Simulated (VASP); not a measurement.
A run of VASP 6.6.1 is set up as follows.

File INCAR:

```
PREC = Accurate
ENCUT = 500
EDIFF = 1E-6
ISMEAR = 0
SIGMA = 0.1
LREAL = False
LASPH = True
NELM = 120
ALGO = Normal
ISIF = 2
LWAVE = False
LCHARG = False
GGA = PS
NBANDS = 10
GGA_COMPAT = False
```

The input KPOINTS:

```
regular mesh
0
Gamma
  4 4 4
```

The input POSCAR:

```
Rb
1.0
    0.0000000000      3.6398846700      3.6398846700
    3.6398846700      0.0000000000      3.6398846700
    3.6398846700      3.6398846700      0.0000000000
Rb
1
Direct
    0.0000000000      0.0000000000      0.0000000000
```

Potentials or basis: VASP PAW PBE potentials, release 64 (Rb_sv).

The run is started by

```console
$ cat potpaw_PBE.64/Rb_sv/POTCAR > POTCAR
$ mpirun -np 1 vasp_std > vasp.out
```

**Question.** Predict the pressure.

**Answer.** -0.2 GPa.

**Question.** Predict the band gap on the k mesh.

**Answer.** Zero (an odd number of electrons rules out a gap without spin polarisation).

Caveat: the k points lie up to 0.37 Å⁻¹ apart, too coarse for converged energies and pressures of a metal; the PAW data sets were made with another functional, which shifts forces and pressure a little.
